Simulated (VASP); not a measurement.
Set up this calculation in VASP 6.6.1, as the native input.

```yaml
Task: single point
Functional: r2SCAN
Potentials_or_basis: VASP PAW PBE potentials, release 64 (P)
Cutoff: 520 eV
k_mesh: 18 × 18 × 18
Occupations: gaussian, width 0.15 eV
Spin: no spin polarisation
Dipole_correction: no
Further_INCAR_settings: ALGO = Normal; EDIFF = 1e-07; NBANDS = 12
```

P:

```
P
1.0
    -1.75917    2.61577    1.85894
     1.75917   -2.61577    1.85894
     1.75917    2.61577   -1.85894
P
2
Direct
  0.80331 0.05331 0.75000
  0.19669 0.94669 0.25000
```

This cell differs from its parent crystal: strain +0.040 along x and y, +0.000 along z.

These files were run (other wordings do the same):

POSCAR

```
P
1.0
   -1.7591704448      2.6157716388      1.8589441358
    1.7591704448     -2.6157716388      1.8589441358
    1.7591704448      2.6157716388     -1.8589441358
P
2
Direct
    0.8033091100      0.0533091100      0.7500000000
    0.1966908900      0.9466908900      0.2500000000
```

INCAR.step1

```
  ALGO = Normal
  EDIFF = 1E-4
  ENCUT = 520
  GGA = PE
  ISMEAR = 0
  LASPH = T
  LCHARG = F
  LREAL = F
  LWAVE = T
  NBANDS = 12
  NELM = 80
  PREC = Accurate
  SIGMA = 0.15
```

INCAR.step2

```
  ALGO = Normal
  EDIFF = 1E-7
  ENCUT = 520
  ISIF = 2
  ISMEAR = 0
  ISTART = 1
  LASPH = T
  LCHARG = F
  LMIXTAU = T
  LREAL = F
  LWAVE = F
  METAGGA = R2SCAN
  NBANDS = 12
  NELM = 80
  PREC = Accurate
  SIGMA = 0.15
```

KPOINTS

```
k-points
0
Gamma
  18 18 18
```

Potentials or basis: VASP PAW PBE potentials, release 64 (P).

Run with:

```console
$ cat potpaw_PBE.64/P/POTCAR > POTCAR
$ cp INCAR.step1 INCAR
$ mpirun -np 1 vasp_std > vasp.out
$ cp INCAR.step2 INCAR
$ mpirun -np 1 vasp_std > vasp.out
```

Results of the run:

The pressure is -6.3 GPa, the largest force is 0.222 eV/Å and the band gap on the k mesh is zero (band 5 reaches 8.60 eV, above the bottom of band 6 at 7.39 eV).

Caveat: the cell differs from its parent crystal (strain +0.040 along x and y, +0.000 along z); the PAW data sets were made with another functional, which shifts forces and pressure a little.

It took 12 min on 1 thread of Oxide Virtual Turin-like Processor, with other jobs on the host, peak memory 0.34 GiB.
